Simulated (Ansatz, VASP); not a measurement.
## Two plane-wave programs on PtS2

Contents of INCAR:

```
ALGO = Normal
DIPOL = 0.5 0.5 0.383
EDIFF = 1E-6
ENCUT = 520
GGA = PE
IDIPOL = 3
ISIF = 2
ISMEAR = 0
IVDW = 12
LASPH = True
LCHARG = False
LDIPOL = True
LREAL = False
LWAVE = False
NBANDS = 31
NELM = 80
PREC = Accurate
SIGMA = 0.05
```

File KPOINTS:

```
k-points
0
Gamma
  9 9 1
```

File POSCAR:

```
PtS2
1.0
    3.5415269801      0.0000000000      0.0000000000
   -1.7707634901      3.0670523330      0.0000000000
    0.0000000000      0.0000000000     22.4670671688
S Pt
4 2
Direct
    0.6666666667      0.3333333333      0.2002931654
    0.3333333333      0.6666666667      0.3108342327
    0.6666666667      1.3333333333      0.4550453118
    1.0000000000      1.0000000000      0.5655863791
    0.0000000000      0.0000000000      0.2555636990
    1.3333333333      1.6666666667      0.5103158454
```

Input for Ansatz:

```yaml
crystal:
  lattice:
    - [3.5415269801, 0.0, 0.0]
    - [-1.7707634901, 3.067052333, 0.0]
    - [0.0, 0.0, 22.4670671688]
  atoms:
    - { symbol: S, position: [0.6666666667, 0.3333333333, 0.2002931654] }
    - { symbol: Pt, position: [0.0, 0.0, 0.255563699] }
    - { symbol: S, position: [0.3333333333, 0.6666666667, 0.3108342327] }
    - { symbol: S, position: [0.6666666667, 1.3333333333, 0.4550453118] }
    - { symbol: Pt, position: [1.3333333333, 1.6666666667, 0.5103158454] }
    - { symbol: S, position: [1.0, 1.0, 0.5655863791] }
basis:
  ecutwfc: 420
kpoints:
  mp_grid: { grid: [9, 9, 1] }
hamiltonian:
  xc: pbe
  pseudopotentials: { kind: paw, azcp: { folder: soft_1 } }
  dispersion: d3bj
scf:
  occupations: { method: gaussian, width: 0.05 }
output:
  forces: true
  eigenvalues: true
efield:
  axis: 3
  dipole_correction: true
  ramp_width: 0.04
```

Alike in both runs: task single point; functional PBE; dispersion D3(BJ); k mesh 9 × 9 × 1; occupations gaussian, width 0.05 eV; no spin polarisation.

```csv
,VASP,Ansatz
version,VASP 6.6.1,Ansatz 0.2.0
potentials or method,"VASP PAW PBE potentials, release 64 (S, Pt), cutoff 520 eV","scalar-relativistic, plane waves, PAW"
valence electrons in the cell,44,60
```

|  | VASP | Ansatz | Ansatz less VASP |
| --- | --- | --- | --- |
| gap on the k mesh at the Fermi level (eV) | 1.42 | 1.41 | -0.007 |
| least direct gap on the mesh (eV) | 1.56 | 1.55 | -0.006 |
| rms of the force components (eV/Å) | 0.033 | 0.035 | +0.0019 |

VASP's potentials hold 44 valence electrons a cell and Ansatz's 60, so a difference there can come from the potentials and not from the codes.

Spin-orbit coupling is off throughout.
